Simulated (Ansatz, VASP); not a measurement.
Si2Te4S in VASP and in Ansatz

```
Si Te S
1.0
     3.85393    0.00000    0.00000
    -1.92697    3.33760    0.00000
     0.00000    0.00000   14.29677
Si Te S
2 4 1
Direct
  0.00000 0.00000 0.26265
  0.00000 0.00000 0.73735
  0.66667 0.33333 0.37164
  0.33333 0.66667 0.13385
  0.66667 0.33333 0.86615
  0.33333 0.66667 0.62836
  0.00000 0.00000 0.00000
```

Alike in both runs: functional PBE; k mesh 12 × 12 × 2; occupations gaussian, width 0.1 eV; no spin polarisation.

Ansatz relaxed the structure, and its values are those at the end. VASP's run is a single point on that final structure, the one shown.

|  | VASP | Ansatz |
| --- | --- | --- |
| version | VASP 6.6.1 | Ansatz 0.2.0 |
| potentials or method | VASP PAW PBE potentials, release 64 (Si, Te, S), cutoff 520 eV | scalar-relativistic, plane waves, PAW |
| valence electrons in the cell | 38 | 78 |

```tsv
	VASP	Ansatz	Ansatz less VASP
gap on the k mesh at the Fermi level (eV)	none	none	-
pressure (GPa)	0.0	0.0	+0.01
rms of the force components (eV/Å)	0.006	0.002	-0.0045
```

A gap of «none» marks a metal or a gap that the smearing closes. With one functional, cell and mesh, what is left measures potentials, basis and numerics. VASP's potentials hold 38 valence electrons a cell and Ansatz's 78, so a difference there can come from the potentials and not from the codes.

Neither program's run includes spin-orbit coupling.
